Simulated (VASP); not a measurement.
# SnS2 (P-3m1) in VASP: further runs, part 2 of 2

VASP 6.6.1. The steps go on from the part before.

## Step 4: Single point, PBE

Input file INCAR:

```
SYSTEM = SnS2
PREC = Accurate ; ENCUT = 500
EDIFF = 1E-6 ; ISMEAR = 0
SIGMA = 0.1 ; LREAL = .False.
LASPH = .True. ; NELM = 120
ALGO = Normal ; ISIF = 2
LWAVE = .False. ; LCHARG = .True.
GGA = PE ; LELF = .True.
LVHAR = .True. ; NBANDS = 20
GGA_COMPAT = .False.
```

Input file KPOINTS:

```
regular mesh
0
Gamma
  3 3 2
  0 0 0
```

Input file POSCAR:

```
SnS2
1.0
    3.6743056006      0.0000000000      0.0000000000
   -1.8371528003      3.1820419914      0.0000000000
    0.0000000000      0.0000000000      6.2288318400
Sn S
1 2
Direct
    0.0000000000      0.0000000000      0.0000000000
    0.3333333333      0.6666666667      0.2346534700
    0.6666666667      0.3333333333      0.7653465300
```

Potentials or basis: VASP PAW PBE potentials, release 64 (Sn_d, S).

The run is started by

```
$ cat potpaw_PBE.64/Sn_d/POTCAR potpaw_PBE.64/S/POTCAR > POTCAR
$ mpirun -np 1 vasp_std > vasp.out
```

OUTCAR:

```text
SYSTEM = SnS2
   PREC = Accurate
   ENCUT = 500
   EDIFF = 1E-6
   ISMEAR = 0
   LREAL = .False.
   LASPH = .True.
   NELM = 120
   ISIF = 2
   GGA = PE

 ion  position               nearest neighbor table
   1  0.000  0.000  0.000-   2 2.58   3 2.58   3 2.58   2 2.58   3 2.58   2 2.58
   2  0.333  0.667  0.235-   1 2.58   1 2.58   1 2.58
   3  0.667  0.333  0.765-   1 2.58   1 2.58   1 2.58

  LATTYP: Found a hexagonal cell.
 ALAT       =     3.6743056006
 C/A-ratio  =     1.6952405480

  Lattice vectors:

 A1 = (   3.6743056006,   0.0000000000,   0.0000000000)
 A2 = (  -1.8371528003,   3.1820419914,   0.0000000000)
 A3 = (   0.0000000000,   0.0000000000,   6.2288318400)

Analysis of symmetry for initial positions (statically):
=====================================================================
 Subroutine PRICEL returns:
 Original cell was already a primitive cell.

 Routine SETGRP: Setting up the symmetry group for a
 hexagonal supercell.

 Subroutine GETGRP returns: Found 12 space group operations
 (whereof 12 operations were pure point group operations)
 out of a pool of 24 trial point group operations.

The static configuration has the point symmetry D_3d.

Analysis of symmetry for dynamics (positions and initial velocities):
=====================================================================
 Subroutine PRICEL returns:
 Original cell was already a primitive cell.

 Routine SETGRP: Setting up the symmetry group for a
 hexagonal supercell.

 Subroutine GETGRP returns: Found 12 space group operations
 (whereof 12 operations were pure point group operations)
 out of a pool of 24 trial point group operations.

The dynamic configuration has the point symmetry D_3d.

 Subroutine INISYM returns: Found 12 space group operations
 (whereof 12 operations are pure point group operations),
 and found     1 'primitive' translations

----------------------------------------------------------------------------------------
[... 94 lines left out ...]
   IMIX   =      4    mixing-type and parameters
     AMIX     =   0.40;   BMIX     =  1.00
     AMIX_MAG =   1.60;   BMIX_MAG =  1.00
  volume/ion in A,a.u.               =      24.28       163.82
  Fermi-wavevector in a.u.,A,eV,Ry     =   1.161368  2.194668 18.351220  1.348777
  Thomas-Fermi vector in A             =   2.297941
   LORBIT       =      0    0 simple, 1 ext, 2 COOP (PROOUT), +10 PAW based schemes
   GGA     = PE    functional components
   LHFCALC =     F    Hartree Fock is set to
   AEXX    =    0.0000 exact exchange contribution
   IVDW    =     0    specifies the selected vdW correction
   LEPSILON=     F    determine dielectric tensor
   LRPA    =     F    only Hartree local field effects (RPA)
 non-spin polarized calculation
 Gauss-broadening in eV      SIGMA  =   0.10
  energy-cutoff  :      500.00
  volume of cell :       72.83
 maximum number of plane-waves:      1860
 NGX is ok and might be reduce to    28
   NGX = 13   NGY = 13   NGZ = 23

 number of electron      26.0000004 magnetization

 Free energy of the ion-electron system (eV)
  ---------------------------------------------------
  ext. energy  EPLUGINS =         0.00000000
  ---------------------------------------------------
  free energy    TOTEN  =       -12.89136749 eV

  energy without entropy =      -12.89136749  energy(sigma->0) =      -12.89136749

 E-fermi :   4.1797     XC(G=0):  -9.1724

 val. band max:        3.7285347003   @ k =   0.0000   0.0000   0.0000
 cond. band min:       5.8565699023   @ k =   0.3333  -0.0000   0.5000
 fundamental gap:      2.1280352020
 Fermi energy:         4.1797448423

 k-point     1 :       0.0000    0.0000    0.0000
  band No.  band energies     occupation
      1     -17.0296      2.00000
      2     -17.0296      2.00000
      3     -17.0075      2.00000
      4     -16.9740      2.00000
      5     -16.9740      2.00000
      6      -9.6911      2.00000
[... 127 lines left out ...]
     19      13.2360      0.00000
     20      13.4530      0.00000

------------------------ aborting loop because EDIFF is reached ----------------------------------------

  FORCE on cell =-STRESS in cart. coord.  units (eV):
  Direction    XX          YY          ZZ          XY          YZ          ZX
  --------------------------------------------------------------------------------------
  -------------------------------------------------------------------------------------
  Total        1.8198409      1.8198409      0.5693692     -0.0000000      0.0000000     -0.0000000
  in kB       40.0365096     40.0365096     12.5261265     -0.0000000      0.0000000     -0.0000000
  external PRESSURE =      30.8663819 kB  Pullay stress =       0.0000000 kB

 VOLUME and BASIS-vectors are now :
 -----------------------------------------------------------------------------
  energy-cutoff  :      500.00
  volume of cell :       72.83
      direct lattice vectors                 reciprocal lattice vectors
     3.674305601  0.000000000  0.000000000     0.272160269  0.157131804  0.000000000
    -1.837152800  3.182041991  0.000000000     0.000000000  0.314263609  0.000000000
     0.000000000  0.000000000  6.228831840     0.000000000  0.000000000  0.160543747

 POSITION                                       TOTAL-FORCE (eV/Angst)
 -----------------------------------------------------------------------------------
      0.00000      0.00000      0.00000        -0.000000      0.000000      0.000000
     -0.00000      2.12136      1.46162         0.000000     -0.000000      0.122331
      1.83715      1.06068      4.76721        -0.000000      0.000000     -0.122331
 -----------------------------------------------------------------------------------
    total drift:                                0.000000      0.000000     -0.000000

  FREE ENERGIE OF THE ION-ELECTRON SYSTEM (eV)
  ---------------------------------------------------
  free  energy   TOTEN  =       -12.8913674887 eV

  energy  without entropy=      -12.8913674887  energy(sigma->0) =      -12.89136749
```

OSZICAR:

```text
N       E                     dE             d eps       ncg     rms          rms(c)
DAV:   1     0.208617315163E+03    0.20862E+03   -0.12210E+04   244   0.148E+03
DAV:   2     0.102342413945E+02   -0.19838E+03   -0.19207E+03   276   0.369E+02
DAV:   3    -0.126436702115E+02   -0.22878E+02   -0.22365E+02   296   0.115E+02
DAV:   4    -0.134437419362E+02   -0.80007E+00   -0.79865E+00   304   0.222E+01
DAV:   5    -0.134682091750E+02   -0.24467E-01   -0.24465E-01   352   0.381E+00    0.836E+00
DAV:   6    -0.129168534234E+02    0.55136E+00   -0.10131E+00   368   0.112E+01    0.612E+00
DAV:   7    -0.128900059166E+02    0.26848E-01   -0.31887E-01   292   0.346E+00    0.226E+00
DAV:   8    -0.128906162486E+02   -0.61033E-03   -0.29524E-02   328   0.169E+00    0.636E-01
DAV:   9    -0.128912833781E+02   -0.66713E-03   -0.32023E-03   284   0.440E-01    0.163E-01
DAV:  10    -0.128912935908E+02   -0.10213E-04   -0.41268E-04   320   0.137E-01    0.712E-02
DAV:  11    -0.128913672670E+02   -0.73676E-04   -0.96359E-05   268   0.585E-02    0.261E-02
DAV:  12    -0.128913674887E+02   -0.22168E-06   -0.41013E-06   316   0.142E-02
   1 F= -.12891367E+02 E0= -.12891367E+02  d E =-.952858E-11
```

Run time: 26 s. Hardware: 1 thread of Intel Xeon 8259CL, shared host; peak memory 0.18 GiB.

What came out:

```yaml
Free_energy: -12.8914 eV
Pressure: 3.1 GPa
Largest_force: 0.122 eV/Å
Band_gap_on_the_k_mesh: 2.13 eV, indirect (least direct gap 2.14 eV)
```

Forces on the atoms (eV/Å):
```
Sn   0.000  0.000  0.000
S    0.000  0.000  0.122
S    0.000  0.000 -0.122
```

Levels at points of the mesh, in eV from the valence-band top:
```
           k point  band 9  band 10  band 11  band 12  band 13  band 14  band 15  band 16  band 17  band 18
(0.00, 0.00, 0.00)   -0.43    -0.43    -0.09    -0.09     0.00     2.14     3.84     5.54     5.54     8.71
(0.00, 0.00, 0.50)   -1.36    -0.47    -0.47    -0.03    -0.03     3.04     3.87     5.40     5.40     9.18
```

Caveat: the k points lie up to 0.66 Å⁻¹ apart; spin-orbit coupling is left out, which moves the levels of the heavy elements; this functional lacks dispersion, which binds the layers, so the pressure and a relaxed spacing across them are unreliable. A k mesh can miss the band edges.

## Step 5: Single point, PBE

Input file INCAR:

```
PREC     = Accurate       # precision mode
ENCUT    = 500            # plane-wave cutoff, eV
EDIFF    = 1E-6           # SCF threshold, eV
ISMEAR   = 0              # smearing method
SIGMA    = 0.01           # smearing width, eV
LREAL    = F              # projectors in reciprocal space
LASPH    = T              # aspherical terms in the spheres
NELM     = 120            # most SCF steps
ALGO     = Normal         # electronic algorithm
ISIF     = 2              # what is computed and relaxed
LWAVE    = F              # write WAVECAR
LCHARG   = F              # write CHGCAR
GGA      = PE             # functional
NBANDS   = 20             # bands
ISYM     = 0            
GGA_COMPAT= F
```

Input file KPOINTS:

```
Automatic mesh
0
Gamma
  3 2 5
```

POSCAR is that of step 4.

Potentials or basis: VASP PAW PBE potentials, release 64 (Sn_d, S).

The run is started by

```
$ cat potpaw_PBE.64/Sn_d/POTCAR potpaw_PBE.64/S/POTCAR > POTCAR
$ mpirun -np 1 vasp_std > vasp.out
```

OUTCAR:

```text
PREC = Accurate
   ENCUT = 500
   EDIFF = 1E-6
   ISMEAR = 0
   LREAL = F
   LASPH = T
   NELM = 120
   ISIF = 2
   GGA = PE
   ISYM = 0

 ion  position               nearest neighbor table
   1  0.000  0.000  0.000-   2 2.58   3 2.58   3 2.58   2 2.58   3 2.58   2 2.58
   2  0.333  0.667  0.235-   1 2.58   1 2.58   1 2.58
   3  0.667  0.333  0.765-   1 2.58   1 2.58   1 2.58

IMPORTANT INFORMATION: All symmetrisations will be switched off!
NOSYMM: (Re-)initialisation of all symmetry stuff for point group C_1.

----------------------------------------------------------------------------------------

                                     Primitive cell

  volume of cell :      72.8262

  direct lattice vectors                    reciprocal lattice vectors
     3.674305601  0.000000000  0.000000000     0.272160269  0.157131804  0.000000000
    -1.837152800  3.182041991  0.000000000     0.000000000  0.314263609  0.000000000
     0.000000000  0.000000000  6.228831840     0.000000000  0.000000000  0.160543747

  length of vectors
     3.674305601  3.674305601  6.228831840     0.314263609  0.314263609  0.160543747

  position of ions in fractional coordinates (direct lattice)
     0.000000000  0.000000000  0.000000000
     0.333333333  0.666666667  0.234653470
     0.666666667  0.333333333  0.765346530

  ion indices of the primitive-cell ions
   primitive index   ion index
                 1           1
                 2           2
                 3           3

----------------------------------------------------------------------------------------

 KPOINTS: Automatic mesh

Automatic generation of k-mesh.
 Grid dimensions read from file:
 generate k-points for:    3    2    5

 Generating k-lattice:

[... 88 lines left out ...]
   EFERMI =   0.00;   METHOD = LEGACY
   ISMEAR =     0;   SIGMA  =   0.01  broadening in eV -4-tet -1-fermi 0-gaus
   EFERMI_NEDOS =   21; number of points for ismear=-14 and -15
   IALGO  =     38    algorithm
   IMIX   =      4    mixing-type and parameters
     AMIX     =   0.40;   BMIX     =  1.00
     AMIX_MAG =   1.60;   BMIX_MAG =  1.00
  volume/ion in A,a.u.               =      24.28       163.82
  Fermi-wavevector in a.u.,A,eV,Ry     =   1.161368  2.194668 18.351220  1.348777
  Thomas-Fermi vector in A             =   2.297941
   LORBIT       =      0    0 simple, 1 ext, 2 COOP (PROOUT), +10 PAW based schemes
   GGA     = PE    functional components
   LHFCALC =     F    Hartree Fock is set to
   AEXX    =    0.0000 exact exchange contribution
   IVDW    =     0    specifies the selected vdW correction
   LEPSILON=     F    determine dielectric tensor
   LRPA    =     F    only Hartree local field effects (RPA)
 non-spin polarized calculation
 Gauss-broadening in eV      SIGMA  =   0.01
  energy-cutoff  :      500.00
  volume of cell :       72.83
 maximum number of plane-waves:      1870
   NGX = 13   NGY = 13   NGZ = 23

 number of electron      26.0000004 magnetization

 Free energy of the ion-electron system (eV)
  ---------------------------------------------------
  ext. energy  EPLUGINS =         0.00000000
  ---------------------------------------------------
  free energy    TOTEN  =       -12.56945371 eV

  energy without entropy =      -12.56945371  energy(sigma->0) =      -12.56945371

 E-fermi :   3.8329     XC(G=0):  -9.1641

 val. band max:        3.7490769668   @ k =   0.3333   0.0000   0.0000
 cond. band min:       5.3985459068   @ k =   0.0000   0.5000   0.4000
 fundamental gap:      1.6494689400
 Fermi energy:         3.8328916724

 k-point     1 :       0.0000    0.0000    0.0000
  band No.  band energies     occupation
      1     -17.0520      2.00000
      2     -17.0460      2.00000
      3     -17.0266      2.00000
      4     -17.0092      2.00000
      5     -16.9792      2.00000
      6      -9.6781      2.00000
[... 357 lines left out ...]
     19      13.6090      0.00000
     20      13.8513      0.00000

------------------------ aborting loop because EDIFF is reached ----------------------------------------

  FORCE on cell =-STRESS in cart. coord.  units (eV):
  Direction    XX          YY          ZZ          XY          YZ          ZX
  --------------------------------------------------------------------------------------
  -------------------------------------------------------------------------------------
  Total        1.7824923      2.9687734      0.5377951     -1.7448997      0.2319430      0.6510784
  in kB       39.2148411     65.3130313     11.8314959    -38.3878045      5.1027469     14.3237282
  external PRESSURE =      38.7864561 kB  Pullay stress =       0.0000000 kB

 VOLUME and BASIS-vectors are now :
 -----------------------------------------------------------------------------
  energy-cutoff  :      500.00
  volume of cell :       72.83
      direct lattice vectors                 reciprocal lattice vectors
     3.674305601  0.000000000  0.000000000     0.272160269  0.157131804  0.000000000
    -1.837152800  3.182041991  0.000000000     0.000000000  0.314263609  0.000000000
     0.000000000  0.000000000  6.228831840     0.000000000  0.000000000  0.160543747

 POSITION                                       TOTAL-FORCE (eV/Angst)
 -----------------------------------------------------------------------------------
      0.00000      0.00000      0.00000         0.000002     -0.000002      0.000008
     -0.00000      2.12136      1.46162         0.241280      0.080711      0.190001
      1.83715      1.06068      4.76721        -0.241281     -0.080709     -0.190010
 -----------------------------------------------------------------------------------
    total drift:                                0.000007     -0.000009      0.000014

  FREE ENERGIE OF THE ION-ELECTRON SYSTEM (eV)
  ---------------------------------------------------
  free  energy   TOTEN  =       -12.5694537129 eV

  energy  without entropy=      -12.5694537129  energy(sigma->0) =      -12.56945371
```

Run time: 36 s. Hardware: 1 thread of Intel Xeon 8259CL, shared host; peak memory 0.19 GiB.

What came out:

```
Free energy            : -12.5695 eV
Pressure               : 3.9 GPa
Largest force          : 0.318 eV/Å
Band gap on the k mesh : 1.65 eV, indirect (least direct gap 1.85 eV)
```

Forces in eV/Å, atoms in the order of the input:
```
Sn   0.000  0.000  0.000
S    0.241  0.081  0.190
S   -0.241 -0.081 -0.190
```

Levels at points of the mesh, in eV from the valence-band top:
| k point | band 9 | band 10 | band 11 | band 12 | band 13 | band 14 | band 15 | band 16 | band 17 | band 18 |
| --- | --- | --- | --- | --- | --- | --- | --- | --- | --- | --- |
| (0.00, 0.00, 0.00) | -0.44 | -0.42 | -0.11 | -0.07 | 0.00 | 2.12 | 3.82 | 5.52 | 5.53 | 8.69 |
| (0.00, 0.50, 0.00) | -4.14 | -2.27 | -2.23 | -0.57 | -0.10 | 1.79 | 4.72 | 6.35 | 6.50 | 7.58 |

Caveat: the k points lie up to 0.99 Å⁻¹ apart; spin-orbit coupling is left out, which moves the levels of the heavy elements; this functional lacks dispersion, which binds the layers, so the pressure and a relaxed spacing across them are unreliable. A k mesh can miss the band edges.

## Step 6: Single point, PBE

Input file INCAR:

```
SYSTEM = SnS2
PREC     = Accurate       ! precision mode
ENCUT    = 500            ! plane-wave cutoff, eV
EDIFF    = 1E-6           ! SCF threshold, eV
ISMEAR   = 0              ! smearing method
SIGMA    = 0.1            ! smearing width, eV
LREAL    = .False.        ! projectors in reciprocal space
LASPH    = .True.         ! aspherical terms in the spheres
NELM     = 120            ! most SCF steps
ALGO     = Normal         ! electronic algorithm
ISIF     = 2              ! what is computed and relaxed
LWAVE    = .False.        ! write WAVECAR
LCHARG   = .False.        ! write CHGCAR
GGA      = PE             ! functional
NBANDS   = 20             ! bands
GGA_COMPAT= .False.
```

Input file KPOINTS:

```
regular mesh
0
Gamma
  6 6 4
  0 0 0
```

POSCAR is that of step 5.

Potentials or basis: VASP PAW PBE potentials, release 64 (Sn_d, S).

The run is started by

```
$ cat potpaw_PBE.64/Sn_d/POTCAR potpaw_PBE.64/S/POTCAR > POTCAR
$ mpirun -np 1 vasp_std > vasp.out
```

Wall time 53 s (1 thread of Intel Xeon 8259CL, shared host); peak memory 0.19 GiB.

Results (log left out):

| Property | Result |
| --- | --- |
| Free energy | -13.1937 eV |
| Pressure | 2.1 GPa |
| Largest force | 0.231 eV/Å |
| Band gap on the k mesh | 1.60 eV, indirect (least direct gap 1.89 eV) |

Forces on the atoms (eV/Å):
```
Sn   0.000  0.000  0.000
S    0.000  0.000  0.231
S    0.000  0.000 -0.231
```

Stress tensor (GPa, compression positive):
```
2.03 0.00 0.00
0.00 2.03 0.00
0.00 0.00 2.20
```

Levels at points of the mesh, in eV from the valence-band top:
```csv
k point,band 10,band 11,band 12,band 13,band 14,band 15,band 16,band 17
"(0.00, 0.00, 0.00)",-0.51,-0.18,-0.18,-0.08,2.08,3.79,5.50,5.50
"(0.50, 0.00, 0.00)",-2.33,-2.29,-0.64,-0.19,1.75,4.68,6.31,6.47
"(0.00, 0.00, 0.50)",-0.55,-0.55,-0.11,-0.11,2.98,3.82,5.36,5.36
"(0.50, 0.00, 0.50)",-2.25,-1.73,-0.49,-0.36,1.60,4.89,5.88,6.50
```

Caveat: spin-orbit coupling is left out, which moves the levels of the heavy elements; this functional lacks dispersion, which binds the layers, so the pressure and a relaxed spacing across them are unreliable.

## Step 7: Summary

```tsv
task	spin	cell	k mesh	cutoff (eV)	smearing	gap on the mesh (eV)	pressure (GPa)	largest force (eV/Å)
single point	collinear, zero start	as given	6 × 6 × 4	500	gaussian 0.1 eV	1.60	2.1	0.23
relaxation of the atoms	off	atoms relaxed	4 × 4 × 2	450	gaussian 0.1 eV	1.56	1.5	-
single point	off	as given	3 × 3 × 2	500	gaussian 0.1 eV	2.13	3.1	0.12
single point	off	as given	3 × 2 × 5	500	gaussian 0.01 eV	1.65	3.9	0.32
single point	off	as given	6 × 6 × 4	500	gaussian 0.1 eV	1.60	2.1	0.23
```

Alike in all rows: level PBE; potentials or basis VASP PAW PBE potentials, release 64 (Sn_d, S).

Caveats: some runs use coarse meshes; spin-orbit coupling is left out, which moves the levels of the heavy elements; this functional lacks dispersion, which binds the layers, so the pressure and a relaxed spacing across them are unreliable; the relaxation stopped at a loose force limit of 0.06 eV/Å, so its end isn't a converged minimum (some runs).

Absolute energies hang on the potentials; compare differences alone.
